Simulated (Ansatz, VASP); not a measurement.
## Two plane-wave programs on SnPN

```
P Sn N
1.0
     3.61379    0.00000    0.00000
     0.00000    3.61379    0.00000
     0.00000    0.00000    7.65070
P Sn N
2 2 2
Direct
  0.00000 0.50000 0.08390
  0.50000 0.00000 0.91610
  0.00000 0.50000 0.65030
  0.50000 0.00000 0.34970
  0.00000 0.50000 0.33000
  0.50000 0.00000 0.67000
```

Alike in both runs: task single point; functional PBE; dispersion D3(BJ); k mesh 5 × 5 × 3; occupations gaussian, width 0.0193 eV; no spin polarisation.

|  | VASP | Ansatz |
| --- | --- | --- |
| version | VASP 6.6.1 | Ansatz 0.2.0 |
| potentials or method | VASP PAW PBE potentials, release 64 (P, Sn_d, N), cutoff 520 eV | PAW plane waves |
| valence electrons in the cell | 48 | 48 |

|  | VASP | Ansatz | Ansatz less VASP |
| --- | --- | --- | --- |
| gap on the k mesh at the Fermi level (eV) | none | none | - |
| pressure (GPa) | -4.6 | -4.6 | +0.07 |
| traceless stress, the component that is largest in VASP (GPa) | -10.56 | -10.43 | +0.126 |
| rms of the force components (eV/Å) | 0.453 | 0.441 | -0.0126 |

Atom by atom the forces differ by 0.017 eV/Å (rms over components). A gap of «none» marks a metal or a gap that the smearing closes.
